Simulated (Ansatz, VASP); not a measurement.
## One calculation of GaSb, two programs

File POSCAR:

```
GaSb
1.0
    0.0000000000      3.0658787993      3.0658787993
    3.0658787993      0.0000000000      3.0658787993
    3.0658787993      3.0658787993      0.0000000000
Ga Sb
1 1
Direct
    0.0000000000      0.0000000000      0.0000000000
    0.2500000000      0.2500000000      0.2500000000
```

File INCAR.step1:

```
SYSTEM = GaSb
PREC = Accurate
ENCUT = 520
EDIFF = 1E-5
ISMEAR = -1
SIGMA = 0.02
LREAL = .False.
LASPH = .True.
NELM = 60
ALGO = Normal
ISIF = 2
LWAVE = .True.
GGA = PE
NBANDS = 16
```

INCAR.step2

```
SYSTEM = GaSb
PREC = Accurate
ENCUT = 520
EDIFF = 1E-7
ISMEAR = -1
SIGMA = 0.02
LREAL = .False.
LASPH = .True.
NELM = 60
ALGO = Normal
ISIF = 2
LWAVE = .False.
LCHARG = .True.
GGA = PE
LHFCALC = .True.
AEXX = 1.0
HFSCREEN = 0.2078
PRECFOCK = Normal
LELF = .True.
LVHAR = .True.
ISTART = 1
NBANDS = 16
ALDAC = 1.0
AGGAC = 1.0
```

KPOINTS

```
Automatic mesh
0
Gamma
  4 4 4
  0 0 0
```

Input for Ansatz:

```yaml
crystal:
  lattice:
    - [0.0, 3.0658787993, 3.0658787993]
    - [3.0658787993, 0.0, 3.0658787993]
    - [3.0658787993, 3.0658787993, 0.0]
  atoms:
    - { symbol: Ga, position: [0.0, 0.0, 0.0] }
    - { symbol: Sb, position: [0.25, 0.25, 0.25] }
kpoints:
  mp_grid: { grid: [4, 4, 4] }
hamiltonian:
  xc:
    exchange: pbe
    correlation: pbe
    exx: { coeff: 1.0, omega: 0.2078 }
scf:
  occupations: { method: fermi_dirac, width: 0.02 }
  n_extra_bands: 4
output:
  forces: true
  stress: true
  eigenvalues: true
```

Alike in both runs: task single point; functional PBE-based screened hybrid; k mesh 4 × 4 × 4; occupations fermi-dirac, width 0.02 eV; no spin polarisation.

```csv
,VASP,Ansatz
version,VASP 6.6.1,Ansatz 0.2.0
potentials or method,"VASP PAW PBE potentials, release 64 (Ga_d, Sb)",plane waves
plane-wave cutoff (eV),520,420
valence electrons in the cell,18,28
```

|  | VASP | Ansatz | Ansatz less VASP |
| --- | --- | --- | --- |
| gap on the k mesh at the Fermi level (eV) | 6.53 | 3.48 | -3.054 |
| pressure (GPa) | -23.4 | -3.6 | +19.88 |

VASP's potentials were made for PBE, not for PBE-based screened hybrid. One of these differences is far larger than is usual between the two programs; its cause wasn't traced. With one functional, cell and mesh, what is left measures potentials, basis and numerics. VASP's potentials hold 18 valence electrons a cell and Ansatz's 28, so a difference there can come from the potentials and not from the codes. Ansatz's warnings: stress exchange threshold loose, stress scf threshold loose.

The k mesh is coarse, so the values compare programs but aren't converged. Spin-orbit coupling is off throughout.
